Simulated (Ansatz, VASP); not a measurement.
AlN in VASP and in Ansatz

The input INCAR:

```
PREC = Accurate
ENCUT = 520
EDIFF = 1E-6
ISMEAR = 0
SIGMA = 0.05
LREAL = F
LASPH = T
NELM = 80
ALGO = Normal
ISIF = 2
LWAVE = F
LCHARG = F
GGA = PS
NBANDS = 16
```

Contents of KPOINTS:

```
Automatic mesh
0
Gamma
  9 9 6
```

POSCAR

```
AlN
1.0
    3.2747962086      0.0000000000      0.0000000000
   -1.6373981043      2.8360567089      0.0000000000
    0.0000000000      0.0000000000      4.1065914554
Al N
2 2
Direct
    0.3333333333      0.6666666667      0.7500000000
    0.6666666667      0.3333333333      0.2500000000
    0.3333333333      0.6666666667      0.2500000000
    0.6666666667      0.3333333333      0.7500000000
```

Input for Ansatz:

```yaml
crystal:
  lattice:
    - [3.2747962086, 0.0, 0.0]
    - [-1.6373981043, 2.8360567089, 0.0]
    - [0.0, 0.0, 4.1065914554]
  atoms:
    - { symbol: Al, position: [0.3333333333, 0.6666666667, 0.75] }
    - { symbol: Al, position: [0.6666666667, 0.3333333333, 0.25] }
    - { symbol: "N", position: [0.3333333333, 0.6666666667, 0.25] }
    - { symbol: "N", position: [0.6666666667, 0.3333333333, 0.75] }
basis:
  ecutwfc: 520.0
kpoints:
  mp_grid: { grid: [9, 9, 6] }
hamiltonian:
  xc: pbesol
  pseudopotentials: { kind: paw, azcp: { folder: soft_1 } }
scf:
  occupations: { method: gaussian, width: 0.05 }
output:
  forces: true
  stress: true
  eigenvalues: true
  write_density: true
  write_potential: true
  elf: true
  volumetric_format: npy
```

Alike in both runs: task single point; functional PBEsol; k mesh 9 × 9 × 6; occupations gaussian, width 0.05 eV; no spin polarisation.

|  | VASP | Ansatz |
| --- | --- | --- |
| version | VASP 6.6.1 | Ansatz 0.2.0 |
| potentials or method | VASP PAW PBE potentials, release 64 (Al, N), cutoff 520 eV | scalar-relativistic, plane waves, PAW |
| valence electrons in the cell | 16 | 16 |

```tsv
	VASP	Ansatz	Ansatz less VASP
gap on the k mesh at the Fermi level (eV)	3.52	3.50	-0.014
least direct gap on the mesh (eV)	3.52	3.50	-0.014
pressure (GPa)	5.5	5.5	-0.04
traceless stress, the component that is largest in VASP (GPa)	-0.60	-0.59	+0.009
```

VASP's potentials were made for PBE, not for PBEsol, and Ansatz warns of the same on its side.
